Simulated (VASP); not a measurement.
## Ta: single point with LDA

The system is Ta.

```xyz
1
Lattice="-1.6265 1.6265 1.6265 1.6265 -1.6265 1.6265 1.6265 1.6265 -1.6265" Properties=species:S:1:pos:R:3 pbc="T T T"
Ta    0.0000    0.0000    0.0000
```

| Item | Value |
| --- | --- |
| Program | VASP 6.6.1 |
| Task | single point |
| Functional | LDA |
| Potentials or basis | VASP PAW LDA potentials, release 64 (Ta_sv_GW) |
| Cutoff | 500 eV |
| k mesh | 11 × 11 × 11 |
| Occupations | fermi-dirac, width 0.05 eV |
| Spin | no spin polarisation |

- Pressure: -0.7 GPa

Levels at points of the mesh, in eV from the Fermi level:
```tsv
k point	band 4	band 5	band 6	band 7	band 8	band 9
(0.00, 0.00, 0.00)	-32.73	-8.00	0.66	0.66	0.66	4.08
```

It took 6.6 s on 1 thread of AMD EPYC 9R45 96-Core Processor (Zen 5) (shared host), peak memory 0.11 GiB.

Caveat: spin-orbit coupling is left out, which moves the levels of the heavy elements.
